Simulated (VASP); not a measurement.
Write the native input for VASP 6.6.1 that does the following.

| Quantity | Value |
| --- | --- |
| Task | single point |
| Functional | PBE |
| Dispersion | D3(BJ) |
| Potentials or basis | VASP PAW PBE potentials, release 64 (Si, N) |
| Cutoff | 520 eV |
| k mesh | 7 × 5 × 1 |
| Occupations | gaussian, width 0.05 eV |
| Spin | no spin polarisation |
| Dipole correction | yes |
| Further INCAR settings | ALGO = Normal; EDIFF = 1e-07; NBANDS = 27 |

The structure of Si3N lies in POSCAR:

```
Si3N
1.0
    3.8333442755      0.0000000000      0.0000000000
    0.0000000000      5.4211674636      0.0000000000
    0.0000000000      0.0000000000     22.4877586337
Si N
6 2
Direct
    0.5000000000      0.0000000000      0.1778745523
    0.0000000000      0.2500000000      0.1778745523
    0.0000000000      0.5038839981      0.2608672216
    0.5000000000      0.7461160019      0.2608672216
    0.5000000000      0.0086033066      0.3418641564
    0.0000000000      0.2413966934      0.3418641564
    0.6666666667      0.5086033066      0.4797169344
    0.6666666667      0.5086033066      0.5286324363
```

The input as run:

INCAR

```
SYSTEM = Si3N
PREC = Accurate
ENCUT = 520
EDIFF = 1E-7
ISMEAR = 0
SIGMA = 0.05
LREAL = .False.
LASPH = .True.
NELM = 80
ALGO = Normal
ISIF = 2
LWAVE = .False.
LCHARG = .False.
LDIPOL = .True.
IDIPOL = 3
DIPOL = 0.5 0.5 0.321
GGA = PE
IVDW = 12
NBANDS = 27
```

KPOINTS

```
regular mesh
0
Gamma
  7 5 1
  0 0 0
```

Potentials or basis: VASP PAW PBE potentials, release 64 (Si, N).

Launch:

```sh
$ cat potpaw_PBE.64/Si/POTCAR potpaw_PBE.64/N/POTCAR > POTCAR
$ mpirun -np 1 vasp_std > vasp.out
```

It gave:

```json
{
  "Largest force": "2.176 eV/Å",
  "Band gap on the k mesh": "zero (band 17 reaches -1.57 eV, above the bottom of band 18 at -1.82 eV)",
  "Dispersion energy per atom": "-0.204 eV"
}
```

Caveat: the standard files for N, O and F lose accuracy on very short bonds.

It took 4.7 min on 1 thread of AMD EPYC 9R45 96-Core Processor (Zen 5) (shared host), peak memory 0.54 GiB.
